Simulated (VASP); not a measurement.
Se:

```xyz
4
Lattice="4.4498 0.0000 0.0000 -2.2249 3.8536 0.0000 0.0000 0.0000 8.8717" Properties=species:S:1:pos:R:3 pbc="T T T"
Se    0.0000    0.0000    2.2179
Se    0.0000    0.0000    6.6538
Se    0.0000    2.5691    6.6538
Se    2.2249    1.2845    2.2179
```

This isn't the form of Se at room conditions, which is trigonal, of chains.

```yaml
Program: VASP 6.6.1
Task: relaxation of cell and atoms
Functional: PBE
Potentials_or_basis: VASP PAW PBE potentials, release 64 (Se)
Cutoff: 600 eV
k_mesh: 12 × 12 × 6
Occupations: gaussian, width 0.1 eV
Spin: no spin polarisation
```

At the start: pressure 0.5 GPa; volume 38.03 Å³/atom.

Problem. Where does the relaxation end?

Solution. Over 10 steps the energy falls by 3.7 meV/atom and the volume is 34.74 Å³/atom (-8.7 %); space group P6_3/mmc (No. 194, to 0.1 Å) before and after.

The path:
```tsv
step	energy change (eV)	largest force (eV/Å)	pressure (GPa)	volume (Å³)
1	0.0000	0.0000	0.50	152.13
2	-0.0041	0.0000	-0.31	154.76
3	-0.0052	0.0000	-0.06	153.93
4	-0.0054	0.0000	-0.06	153.69
5	-0.0061	0.0000	-0.06	152.97
6	-0.0074	0.0000	-0.05	151.53
7	-0.0098	0.0000	-0.05	148.64
8	-0.0136	0.0000	-0.03	142.87
9	-0.0117	0.0000	0.10	131.34
10	-0.0146	0.0000	0.00	138.94
```

Final structure:
```
Se
1.0
     4.47613    0.00000    0.00000
    -2.23806    3.87644    0.00000
     0.00000    0.00000    8.00753
Se
4
Cartesian
  0.0000 0.0000 2.0019
  0.0000 0.0000 6.0056
  0.0000 2.5843 6.0056
  2.2381 1.2921 2.0019
```

Caveat: this functional lacks dispersion, which binds layers or chains, so the pressure and a relaxed spacing across them are unreliable.
